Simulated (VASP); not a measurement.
Input of a VASP 6.6.1 run:

The input INCAR:

```
SYSTEM = Sn
ALGO     = Normal         ! electronic algorithm
EDIFF    = 1E-6           ! SCF threshold, eV
ENCUT    = 520            ! plane-wave cutoff, eV
GGA      = CA             ! functional
ISIF     = 2              ! what is computed and relaxed
ISMEAR   = -1             ! smearing method
LASPH    = .True.         ! aspherical terms in the spheres
LCHARG   = .False.        ! write CHGCAR
LREAL    = .False.        ! projectors in reciprocal space
LWAVE    = .False.        ! write WAVECAR
NBANDS   = 28             ! bands
NELM     = 80             ! most SCF steps
PREC     = Accurate       ! precision mode
SIGMA    = 0.08           ! smearing width, eV
```

Contents of KPOINTS:

```
k-points
0
Gamma
  8 8 11
  0 0 0
```

The input POSCAR:

```
Sn
1.0
    4.7351885411      0.0000000000      0.0000000000
   -2.3675942705      4.1007935683      0.0000000000
    0.0000000000      0.0000000000      2.7561922500
Sn
3
Direct
    0.0000000000      0.0000000000      0.0000000000
    0.3333333333      0.6666666667      0.5000000000
    0.6666666667      0.3333333333      0.5000000000
```

Potentials or basis: VASP PAW LDA potentials, release 64 (Sn_d).

Run with:

```sh
$ cat potpaw_LDA.64/Sn_d/POTCAR > POTCAR
$ mpirun -np 1 vasp_std > vasp.out
```

(1) Predict the band gap on the k mesh.

(2) What does it give for the pressure?

Answers

(1) zero (bands 21 and 22 overlap by 6.53 eV).

(2) 52.3 GPa.

Caveat: the cell stands under pressure; spin-orbit coupling is left out, which moves the levels of the heavy elements.
